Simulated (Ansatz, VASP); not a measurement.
Two plane-wave programs on AlB3P4

File INCAR:

```
SYSTEM = AlB3P4
ALGO = Normal ; EDIFF = 1E-6
EDIFFG = -0.04 ; ENCUT = 600
GGA = PE ; IBRION = 2
ISIF = 3 ; ISMEAR = 0
LASPH = .True. ; LCHARG = .False.
LREAL = .False. ; LWAVE = .False.
NELM = 80 ; NSW = 90
PREC = Accurate ; SIGMA = 0.1
```

KPOINTS

```
k-points
0
Gamma
  6 6 6
  0 0 0
```

Contents of POSCAR:

```
AlB3P4
1.0
   -2.4587013800      2.4587013800      4.9174027600
    2.4587013800     -2.4587013800      4.9174027600
    2.4587013800      2.4587013800     -4.9174027600
Al B P
1 3 4
Direct
    0.5000000000      0.5000000000      0.0000000000
    0.0000000000      0.0000000000      0.0000000000
    0.7500000000      0.2500000000      0.5000000000
    0.2500000000      0.7500000000      0.5000000000
    0.3750000000      0.3750000000      0.5000000000
    0.1250000000      0.6250000000      0.0000000000
    0.8750000000      0.8750000000      0.5000000000
    0.6250000000      0.1250000000      0.0000000000
```

Input for Ansatz:

```yaml
crystal:
  lattice:
    - [-2.45870138, 2.45870138, 4.91740276]
    - [2.45870138, -2.45870138, 4.91740276]
    - [2.45870138, 2.45870138, -4.91740276]
  atoms:
    - { symbol: Al, position: [0.5, 0.5, 0.0] }
    - { symbol: B, position: [0.0, 0.0, 0.0] }
    - { symbol: B, position: [0.75, 0.25, 0.5] }
    - { symbol: B, position: [0.25, 0.75, 0.5] }
    - { symbol: P, position: [0.375, 0.375, 0.5] }
    - { symbol: P, position: [0.125, 0.625, 0.0] }
    - { symbol: P, position: [0.875, 0.875, 0.5] }
    - { symbol: P, position: [0.625, 0.125, 0.0] }
basis:
  ecutwfc: 420
kpoints:
  mp_grid: { grid: [6, 6, 6] }
hamiltonian:
  xc: pbe
scf:
  occupations: { method: gaussian, width: 0.1 }
  lower_state_search: "off"
output:
  forces: true
  stress: true
  eigenvalues: true
relax:
  adjacent_minimum: "off"
  f_tol: 0.04
  max_steps: 70
  cell: { stress_tol: 0.4 }
```

Alike in both runs: task relaxation of cell and atoms; functional PBE; k mesh 6 × 6 × 6; occupations gaussian, width 0.1 eV; no spin polarisation.

```csv
,VASP,Ansatz
version,VASP 6.6.1,Ansatz 0.2.0
potentials or method,"VASP PAW PBE potentials, release 64 (Al, B, P), cutoff 600 eV","scalar-relativistic, plane waves, PAW"
valence electrons in the cell,32,32
```

```tsv
	VASP	Ansatz	Ansatz less VASP
gap on the k mesh at the Fermi level, each at its own relaxed structure (eV)	0.95	0.94	-0.006
relaxed volume (Å³/atom)	13.80	13.83	+0.022
relaxed length of the cell vector where the two differ most in proportion (Å)	5.869	5.867	-0.0017
```
